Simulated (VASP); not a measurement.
A run of VASP 6.6.1:

Contents of INCAR:

```
SYSTEM = Al18H3C
ALGO = Normal ; EDIFF = 1E-6
ENCUT = 520 ; GGA = PE
ISIF = 2 ; ISMEAR = 0
IVDW = 12 ; LASPH = .TRUE.
LCHARG = .FALSE. ; LREAL = Auto
LWAVE = .FALSE. ; NBANDS = 48
NELM = 100 ; PREC = Accurate
SIGMA = 0.15
```

File KPOINTS:

```
k-points
0
G
  3 2 1
  0 0 0
```

The input POSCAR:

```
Al18H3C
1.0
    5.7275650000      0.0000000000      0.0000000000
    4.2956740000      7.4403250000      0.0000000000
    0.0000000000      0.0000000000     15.6765370000
Al C H
18 1 3
Direct
    0.1666665958      0.1111111410      0.0637895984
    0.6666666831      0.1111111410      0.0637895984
    0.1666667458      0.4444444295      0.0637895984
    0.6666666585      0.4444444295      0.0637895984
    0.1666666204      0.7777778524      0.0637895984
    0.6666667077      0.7777778524      0.0637895984
   -0.1687177919      0.2179471999      0.2092078116
    0.3306500274      0.2189182596      0.2079568976
   -0.1725080059      0.5536211120      0.2132784811
    0.3286840461      0.5516679715      0.2084068695
   -0.1651943801      0.8812483326      0.2130932999
    0.3279028262      0.8867437914      0.2085931351
   -0.0020369690     -0.0006935181      0.3580346858
    0.4800718038      0.0120510865      0.3518079918
   -0.0026579658      0.3239781864      0.3546856681
    0.4940894390      0.3305687588      0.3568313589
   -0.0000014689      0.6563750911      0.3623755042
    0.4680802129      0.6673770299      0.3518409072
    0.8259192554      0.6917963933      0.4810771665
    1.0000151899      0.6111867425      0.5227169113
    0.7236543563      0.8328419793      0.5019166542
    0.6834040962      0.6423435804      0.4910132895
```

Potentials or basis: VASP PAW PBE potentials, release 64 (Al, C, H).

Run with:

```console
$ cat potpaw_PBE.64/Al/POTCAR potpaw_PBE.64/C/POTCAR potpaw_PBE.64/H/POTCAR > POTCAR
$ mpirun -np 1 vasp_std > vasp.out
```

Hardware: 1 thread of Intel(R) Xeon(R) Platinum 8488C (Sapphire Rapids) (shared host).

Question: How long does it take, and how much memory?

Answer: Run time: 8.9 min on 1 thread of Intel(R) Xeon(R) Platinum 8488C (Sapphire Rapids), on a shared host, peak memory 0.73 GiB. Counts: scf iterations 21, k points 4.
